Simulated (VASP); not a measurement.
# C (R-3m) in VASP: notebook

The runs below take C through single point, relaxation of cell and atoms, with LDA.

All numbers are computed with VASP 6.6.1; they aren't measurements. Logs are shortened: lines on timing, memory, paths and dates and some standing lists are left out, and cuts for length are marked.

## Step 1: The cell of the first run

Symmetry: R-3m, No. 166, trigonal system. The conventional cell has a = 2.445 Å, b = 2.445 Å, c = 9.947 Å, α = 90.00°, β = 90.00°, γ = 120.00°. C (site symmetry 3m) has 3 C at 1.41 Å within 1.9 Å.

## Step 2: Single point, LDA

Input file INCAR:

```
PREC = Accurate
ENCUT = 600
EDIFF = 1E-6
ISMEAR = -1
SIGMA = 0.05
LREAL = False
LASPH = True
NELM = 120
ALGO = Normal
ISIF = 2
LWAVE = False
LCHARG = True
LELF = True
LVHAR = True
NBANDS = 11
GGA_COMPAT = False
```

Input file KPOINTS:

```
regular mesh
0
Gamma
  8 8 8
```

Input file POSCAR:

```
C
1.0
    1.2225021838      0.7058121300      3.3155344131
   -1.2225021838      0.7058121300      3.3155344131
    0.0000000000     -1.4116237647      3.3155345186
C
2
Direct
    0.8333831436      0.8333831436      0.8333831436
    0.1666168564      0.1666168564      0.1666168564
```

Potentials or basis: VASP PAW LDA potentials, release 64 (C).

Run with:

```console
cat potpaw_LDA.64/C/POTCAR > POTCAR
mpirun -np 1 vasp_std > vasp.out
```

OUTCAR:

```text
PREC = Accurate
   ENCUT = 600
   EDIFF = 1E-6
   ISMEAR = -1
   LREAL = False
   LASPH = True
   NELM = 120
   ISIF = 2

 ion  position               nearest neighbor table
   1  0.833  0.833  0.833-   2 1.41   2 1.41   2 1.41
   2  0.167  0.167  0.167-   1 1.41   1 1.41   1 1.41

  LATTYP: Found a trigonal (rhomboedric) cell.
 ALAT       =     3.6035330992
 COS(alpha) =     0.7698175269

  Lattice vectors:

 A1 = (   1.2225021838,   0.7058121300,   3.3155344131)
 A2 = (  -1.2225021838,   0.7058121300,   3.3155344131)
 A3 = (   0.0000000000,  -1.4116237647,   3.3155345186)

Analysis of symmetry for initial positions (statically):
=====================================================================
 Subroutine PRICEL returns:
 Original cell was already a primitive cell.

 Routine SETGRP: Setting up the symmetry group for a
 trigonal (rhombohedral) supercell.

 Subroutine GETGRP returns: Found 12 space group operations
 (whereof 12 operations were pure point group operations)
 out of a pool of 12 trial point group operations.

The static configuration has the point symmetry D_3d.

Analysis of symmetry for dynamics (positions and initial velocities):
=====================================================================
 Subroutine PRICEL returns:
 Original cell was already a primitive cell.

 Routine SETGRP: Setting up the symmetry group for a
 trigonal (rhombohedral) supercell.

 Subroutine GETGRP returns: Found 12 space group operations
 (whereof 12 operations were pure point group operations)
 out of a pool of 12 trial point group operations.

The dynamic configuration has the point symmetry D_3d.

 Subroutine INISYM returns: Found 12 space group operations
 (whereof 12 operations are pure point group operations),
 and found     1 'primitive' translations

----------------------------------------------------------------------------------------

                                     Primitive cell

  volume of cell :      17.1650

  direct lattice vectors                    reciprocal lattice vectors
     1.222502184  0.705812130  3.315534413     0.408997224  0.236134663  0.100536821
    -1.222502184  0.705812130  3.315534413    -0.408997224  0.236134663  0.100536821
     0.000000000 -1.411623765  3.315534519     0.000000000 -0.472269310  0.100536857

  length of vectors
     3.603533099  3.603533099  3.603533099     0.482851904  0.482851904  0.482851904

  position of ions in fractional coordinates (direct lattice)
     0.833383144  0.833383144  0.833383144
     0.166616856  0.166616856  0.166616856

  ion indices of the primitive-cell ions
   primitive index   ion index
                 1           1
                 2           2

----------------------------------------------------------------------------------------

 KPOINTS: regular mesh

Automatic generation of k-mesh.
 Grid dimensions read from file:
 generate k-points for:    8    8    8

 Generating k-lattice:

  Cartesian coordinates                     Fractional coordinates (reciprocal lattice)
     0.051124653  0.029516833  0.012567103     0.125000000  0.000000000  0.000000000
    -0.051124653  0.029516833  0.012567103     0.000000000  0.125000000  0.000000000
     0.000000000 -0.059033664  0.012567107     0.000000000  0.000000000  0.125000000

  Length of vectors
     0.060356488  0.060356488  0.060356488

  Shift w.r.t. Gamma in fractional coordinates (k-lattice)
     0.000000000  0.000000000  0.000000000

 Subroutine IBZKPT returns following result:
 ===========================================

 Found     65 irreducible k-points:

 Following reciprocal coordinates:
            Coordinates               Weight
  0.000000  0.000000  0.000000      1.000000
  0.125000  0.000000  0.000000      6.000000
  0.250000  0.000000  0.000000      6.000000
  0.375000  0.000000  0.000000      6.000000
  0.500000  0.000000  0.000000      3.000000
  0.125000  0.125000  0.000000      6.000000
[... 16 lines left out ...]
  0.250000  0.125000  0.125000      6.000000
  0.375000  0.125000  0.125000      6.000000
 [... further k-points ...]
   k-points           NKPTS =     65   k-points in BZ     NKDIM =     65   number of bands    NBANDS=     11
   number of dos      NEDOS =    301   number of ions     NIONS =      2
   total plane-waves  NPLWV =  27000
   dimension x,y,z NGX =    30 NGY =   30 NGZ =   30
   dimension x,y,z NGXF=    60 NGYF=   60 NGZF=   60
   ions per type =               2
   NGX,Y,Z   is equivalent  to a cutoff of  13.84, 13.84, 13.84 a.u.
   NGXF,Y,Z  is equivalent  to a cutoff of  27.68, 27.68, 27.68 a.u.
 SYSTEM =  unknown system
   PREC   = accura    normal or accurate (medium, high low for compatibility)
   ISTART =      0    job   : 0-new  1-cont  2-samecut
   ICHARG =      2    charge: 1-file 2-atom 10-const
   ISPIN  =      1    spin polarized calculation?
   LNONCOLLINEAR =      F non collinear calculations
   LSORBIT =      F    spin-orbit coupling
   LASPH  =      T    aspherical Exc in radial PAW
   ENCUT  =  600.0 eV  44.10 Ry    6.64 a.u.   7.20  7.20  7.20*2*pi/ulx,y,z
   NELM   =    120;   NELMIN=  2; NELMDL= -5     # of ELM steps
   EDIFF  = 0.1E-05   stopping-criterion for ELM
   LREAL  =      F    real-space projection
   EDIFFG = 0.1E-04   stopping-criterion for IOM
   NSW    =      0    number of steps for IOM
   IBRION =     -1    ionic relax: 0-MD 1-quasi-New 2-CG
   NFREE  =      0    steps in history (QN), initial steepest desc. (CG)
   ISIF   =      2    stress and relaxation
   ISYM   =      2    0-nonsym 1-usesym 2-fastsym
   POTIM  = 0.5000    time-step for ionic-motion
   TEBEG  =    0.0;   TEEND  =   0.0 temperature during run
   PSTRESS=    0.0 pullay stress
   NELECT =       8.0000    total number of electrons
   NUPDOWN=      -1.0000    fix difference up-down
   EMIN   =  10.00;   EMAX   =-10.00  energy-range for DOS
   EFERMI =   0.00;   METHOD = LEGACY
   ISMEAR =    -1;   SIGMA  =   0.05  broadening in eV -4-tet -1-fermi 0-gaus
   EFERMI_NEDOS =   21; number of points for ismear=-14 and -15
   IALGO  =     38    algorithm
   IMIX   =      4    mixing-type and parameters
     AMIX     =   0.40;   BMIX     =  1.00
     AMIX_MAG =   1.60;   BMIX_MAG =  1.00
  volume/ion in A,a.u.               =       8.58        57.92
  Fermi-wavevector in a.u.,A,eV,Ry     =   1.269279  2.398589 21.919918  1.611069
  Thomas-Fermi vector in A             =   2.402329
   LORBIT       =      0    0 simple, 1 ext, 2 COOP (PROOUT), +10 PAW based schemes
   GGA     = CA    functional components
   LHFCALC =     F    Hartree Fock is set to
   AEXX    =    0.0000 exact exchange contribution
   IVDW    =     0    specifies the selected vdW correction
   LEPSILON=     F    determine dielectric tensor
   LRPA    =     F    only Hartree local field effects (RPA)
 non-spin polarized calculation
  energy-cutoff  :      600.00
  volume of cell :       17.16
 maximum number of plane-waves:       581
 NGX is ok and might be reduce to    30
   NGX = 15   NGY = 15   NGZ = 15

 number of electron       8.0000000 magnetization

 Free energy of the ion-electron system (eV)
  ---------------------------------------------------
  ext. energy  EPLUGINS =         0.00000000
  ---------------------------------------------------
  free energy    TOTEN  =       -20.23123624 eV

  energy without entropy =      -20.23123623  energy(sigma->0) =      -20.23123624

 E-fermi :   4.9072     XC(G=0): -10.8804

 val. band max:        4.1550348175   @ k =  -0.1250   0.5000   0.1250
 cond. band min:       5.6734349269   @ k =  -0.1250   0.5000   0.1250
 fundamental gap:      1.5184001094
 Fermi energy:         4.9071739730

 k-point     1 :       0.0000    0.0000    0.0000
  band No.  band energies     occupation
      1     -14.8333      2.00000
      2      -1.8273      2.00000
      3       1.8310      2.00000
      4       1.8310      2.00000
      5       8.7050      0.00000
      6      13.3023      0.00000
      7      13.3023      0.00000
      8      16.3550      0.00000
      9      18.3313      0.00000
     10      27.5534      0.00000
     11      30.5283      0.00000

 k-point     2 :       0.1250    0.0000    0.0000
  band No.  band energies     occupation
      1     -14.4518      2.00000
      2      -1.4427      2.00000
      3       0.4678      2.00000
      4       1.1163      2.00000
      5       9.2493      0.00000
      6      13.4373      0.00000
      7      14.8271      0.00000
      8      15.0926      0.00000
      9      18.9386      0.00000
     10      27.7196      0.00000
     11      28.7476      0.00000

 k-point     3 :       0.2500    0.0000    0.0000
  band No.  band energies     occupation
      1     -13.3188      2.00000
      2      -2.5353      2.00000
      3      -0.3081      2.00000
      4      -0.2117      2.00000
      5      10.8377      0.00000
      6      12.1249      0.00000
      7      13.3113      0.00000
      8      18.4646      0.00000
      9      20.4550      0.00000
     10      24.2567      0.00000
     11      27.1460      0.00000

 k-point     4 :       0.3750    0.0000    0.0000
  band No.  band energies     occupation
      1     -11.4744      2.00000
      2      -5.8495      2.00000
      3      -1.2324      2.00000
      4       1.4470      2.00000
      5       8.7642      0.00000
      6      12.8516      0.00000
      7      13.5781      0.00000
      8      19.7558      0.00000
      9      22.7095      0.00000
     10      23.5358      0.00000
     11      25.4978      0.00000

 k-point     5 :       0.5000    0.0000    0.0000
  band No.  band energies     occupation
      1      -9.3389      2.00000
      2      -8.5187      2.00000
      3      -1.5991      2.00000
      4       2.8083      2.00000
      5       6.8097      0.00000
      6      12.7696      0.00000
      7      16.4834      0.00000
      8      17.0138      0.00000
      9      23.2198      0.00000
     10      24.9412      0.00000
     11      25.0391      0.00000
[... 211 lines left out ...]
 k-point    21 :       0.5000    0.5000    0.0000
  band No.  band energies     occupation
      1      -9.2099      2.00000
      2      -8.4216      2.00000
      3      -1.6601      2.00000
      4       2.0196      2.00000
      5       6.0225      0.00000
      6      12.3136      0.00000
      7      17.8980      0.00000
      8      19.7695      0.00000
      9      24.6676      0.00000
     10      25.0481      0.00000
     11      28.3345      0.00000

 k-point    22 :       0.1250    0.1250    0.1250
  band No.  band energies     occupation
      1     -14.7856      2.00000
      2      -2.2118      2.00000
      3       1.8280      2.00000
      4       1.8280      2.00000
      5       9.4901      0.00000
      6      13.2940      0.00000
      7      13.2940      0.00000
      8      16.3855      0.00000
      9      18.2984      0.00000
     10      27.4756      0.00000
     11      29.8393      0.00000

 k-point    23 :       0.2500    0.1250    0.1250
  band No.  band energies     occupation
      1     -14.3770      2.00000
      2      -2.0231      2.00000
      3       0.4476      2.00000
      4       1.1204      2.00000
      5      10.4795      0.00000
      6      13.4462      0.00000
      7      14.8104      0.00000
      8      15.1853      0.00000
      9      18.8508      0.00000
     10      27.7155      0.00000
     11      28.7981      0.00000

 k-point    24 :       0.3750    0.1250    0.1250
  band No.  band energies     occupation
      1     -13.2268      2.00000
      2      -2.5750      2.00000
      3      -0.9887      2.00000
      4      -0.2095      2.00000
      5      12.1202      0.00000
      6      12.6059      0.00000
      7      13.3633      0.00000
      8      18.4481      0.00000
      9      20.1480      0.00000
     10      24.9706      0.00000
     11      27.0326      0.00000

 [... further k-points ...]

------------------------ aborting loop because EDIFF is reached ----------------------------------------

  FORCE on cell =-STRESS in cart. coord.  units (eV):
  Direction    XX          YY          ZZ          XY          YZ          ZX
  --------------------------------------------------------------------------------------
  -------------------------------------------------------------------------------------
  Total        0.0714054      0.0714054     -0.0460580      0.0000000     -0.0000000     -0.0000000
  in kB        6.6649653      6.6649653     -4.2990514      0.0000000     -0.0000005     -0.0000000
  external PRESSURE =       3.0102931 kB  Pullay stress =       0.0000000 kB

 VOLUME and BASIS-vectors are now :
 -----------------------------------------------------------------------------
  energy-cutoff  :      600.00
  volume of cell :       17.16
      direct lattice vectors                 reciprocal lattice vectors
     1.222502184  0.705812130  3.315534413     0.408997224  0.236134663  0.100536821
    -1.222502184  0.705812130  3.315534413    -0.408997224  0.236134663  0.100536821
     0.000000000 -1.411623765  3.315534519     0.000000000 -0.472269310  0.100536857

 POSITION                                       TOTAL-FORCE (eV/Angst)
 -----------------------------------------------------------------------------------
      0.00000      0.00000      8.28933         0.000000     -0.000000     -0.000141
      0.00000      0.00000      1.65727         0.000000      0.000000      0.000141
 -----------------------------------------------------------------------------------
    total drift:                               -0.000000      0.000000     -0.000000

  FREE ENERGIE OF THE ION-ELECTRON SYSTEM (eV)
  ---------------------------------------------------
  free  energy   TOTEN  =       -20.2312362446 eV

  energy  without entropy=      -20.2312362327  energy(sigma->0) =      -20.23123624
```

Wall time 10 s (1 thread of Intel Xeon 6975P-C (Granite Rapids), shared host); peak memory 0.14 GiB.

What came out:

* Free energy: -20.2312 eV
* Pressure: 0.3 GPa

## Step 3: Relaxation of cell and atoms, LDA

This run uses another cell than the first one, of 8.74 Å³/atom.

Input file INCAR:

```
SYSTEM = C
PREC = Accurate ; ENCUT = 600
EDIFF = 1E-7 ; ISMEAR = -1
SIGMA = 0.05 ; LREAL = .FALSE.
LASPH = .TRUE. ; NELM = 120
ALGO = Normal ; ISIF = 3
LWAVE = .FALSE. ; LCHARG = .FALSE.
GGA = CA ; IBRION = 2
NSW = 80 ; EDIFFG = -0.01
GGA_COMPAT = .FALSE. ; NELMIN = 4
```

Input file KPOINTS:

```
Automatic mesh
0
G
  8 8 8
  0 0 0
```

Input file POSCAR:

```
C
1.0
    1.2280290000      0.7090030000      3.3470110000
   -1.2280290000      0.7090030000      3.3470110000
    0.0000000000     -1.4180050000      3.3470110000
C
2
Direct
    0.8360000000      0.8360000000      0.8360000000
    0.1640000000      0.1640000000      0.1640000000
```

Potentials or basis: VASP PAW LDA potentials, release 64 (C).

Run with:

```console
cat potpaw_LDA.64/C/POTCAR > POTCAR
mpirun -np 1 vasp_std > vasp.out
```

It took 46 s on 1 thread of Intel Xeon 6975P-C (Granite Rapids), shared host; peak memory 0.14 GiB.

The run converged. Its results:

```yaml
Free_energy: -20.2327 eV
Relaxed_volume: 8.48 Å³/atom
Relaxed_cell: a = 3.564 Å, b = 3.564 Å, c = 3.564 Å, α = 40.13°, β = 40.13°, γ = 40.13°
Space_group_after_relaxing_to_0.1_Å: R-3m (No. 166)
Energy_gained_by_relaxing: 13.5 meV/atom
Ionic_steps: 11
Pressure_after_relaxing: 0.1 GPa
Largest_force_after_relaxing: 0.005 eV/Å
```

Forces on the atoms (eV/Å):
```
C    0.000  0.000  0.005
C    0.000  0.000 -0.005
```

Stress tensor (GPa, compression positive):
```
 0.10  0.00  0.00
 0.00  0.10  0.00
 0.00  0.00 -0.01
```

The path:
```csv
step,energy change (eV),largest force (eV/Å),pressure (GPa),volume (Å³)
1,0.0000,0.9085,-3.79,17.48
2,-0.0034,0.5975,8.15,16.97
3,-0.0246,0.1255,2.35,17.21
4,-0.0219,0.2064,-4.27,17.45
5,-0.0263,0.0018,-0.26,17.31
6,-0.0263,0.0008,-0.21,17.30
7,-0.0264,0.0004,-0.19,17.28
8,-0.0266,0.0006,-0.15,17.21
9,-0.0269,0.0028,-0.05,17.08
10,-0.0269,0.0076,0.20,16.80
11,-0.0270,0.0049,0.06,16.96
```

Final structure:
```yaml
crystal:
  lattice:
    - [1.22295, 0.70607, 3.27270]
    - [-1.22295, 0.70607, 3.27270]
    - [0.00000, -1.41214, 3.27270]
  atoms:
    - { symbol: C, position: [0.83338, 0.83338, 0.83338] }
    - { symbol: C, position: [0.16662, 0.16662, 0.16662] }
```

LDA usually gives volumes a few per cent too small. Zero-point motion and thermal expansion aren't in these numbers.
